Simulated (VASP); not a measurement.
Runs of VASP 6.6.1 on AlNi. The structure is that of space group Pm-3m (No. 221), or close to it. The cells are those of the table. 

| cell | further INCAR settings | gap on the mesh (eV) | pressure (GPa) |
| --- | --- | --- | --- |
| a = 2.821, b = 2.821, c = 2.965 Å, 2 atoms | ALGO = Fast; EDIFF = 1e-06; NBANDS = 14 | none | 4.3 |
| a = 2.965, b = 2.965, c = 2.748 Å, 2 atoms | ALGO = Fast; EDIFF = 1e-07; NBANDS = 14 | none | 0.7 |
| a = 2.821, b = 2.821, c = 2.893 Å, 2 atoms | ALGO = Fast; EDIFF = 1e-06; NBANDS = 14 | none | 8.9 |
| a = 2.893, b = 2.893, c = 2.821 Å, 2 atoms | ALGO = Fast; EDIFF = 1e-06; NBANDS = 14 | none | (b) |
| a = 2.893, b = 2.893, c = 2.965 Å, 2 atoms | ALGO = Fast; EDIFF = 1e-06; NBANDS = 14 | none | -3.9 |
| a = 2.965, b = 2.965, c = 2.821 Å, 2 atoms | ALGO = Fast; EDIFF = 1e-07; NBANDS = 14 | none | -3.6 |
| a = 2.821, b = 2.821, c = 3.038 Å, 2 atoms | ALGO = Fast; EDIFF = 1e-06; NBANDS = 14 | none | (a) |

Alike in all rows: task single point; level PBE; potentials or basis VASP PAW PBE potentials, release 64 (Al, Ni); no spin polarisation; k mesh 20 × 20 × 20; cutoff (eV) 520; smearing gaussian 0.15 eV.

Task: Estimate the missing entries.

Result: (a) 0.4; (b) 4.1.

Caveats: the cell stands under pressure (at least some runs); the cell stands under tension (at least some runs); the stress differs along the axes, from -2 to 5 GPa (at least some runs).

A gap of «none» marks levels without a gap at the run's occupations.
